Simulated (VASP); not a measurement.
Wanted: the native input for a VASP 6.6.1 run.

```
Task                   : single point
Functional             : PBE
Dispersion             : D4
Potentials or basis    : VASP PAW PBE potentials, release 64 (Nb_sv)
Cutoff                 : 520 eV
k mesh                 : 11 × 11 × 11
Occupations            : fermi-dirac, width 0.05 eV
Spin                   : no spin polarisation
Dipole correction      : no
Further INCAR settings : ALGO = Normal; EDIFF = 1e-06; NBANDS = 12
```

The structure of Nb lies in POSCAR:

```
Nb
1.0
    0.0000000000      2.0955340464      2.0955340464
    2.0955340464      0.0000000000      2.0955340464
    2.0955340464      2.0955340464      0.0000000000
Nb
1
Direct
    0.0000000000      0.0000000000      0.0000000000
```

One way to write it, as run:

INCAR

```
SYSTEM = Nb
ALGO = Normal
EDIFF = 1E-6
ENCUT = 520
GGA = PE
ISIF = 2
ISMEAR = -1
IVDW = 13
LASPH = .TRUE.
LCHARG = .FALSE.
LREAL = .FALSE.
LWAVE = .FALSE.
NBANDS = 12
NELM = 100
PREC = Accurate
SIGMA = 0.05
```

KPOINTS

```
k-points
0
G
  11 11 11
  0 0 0
```

Potentials or basis: VASP PAW PBE potentials, release 64 (Nb_sv).

Launch:

```sh
$ cat potpaw_PBE.64/Nb_sv/POTCAR > POTCAR
$ mpirun -np 1 vasp_std > vasp.out
```

It gave:

```yaml
Pressure: -0.3 GPa
Dispersion_energy_per_atom: -0.327 eV
```

Caveat: pairwise dispersion overbinds metals, which lowers pressure and volume.

It took 23 s on 1 thread of Intel Xeon 6975P-C, on a shared host, peak memory 0.14 GiB.
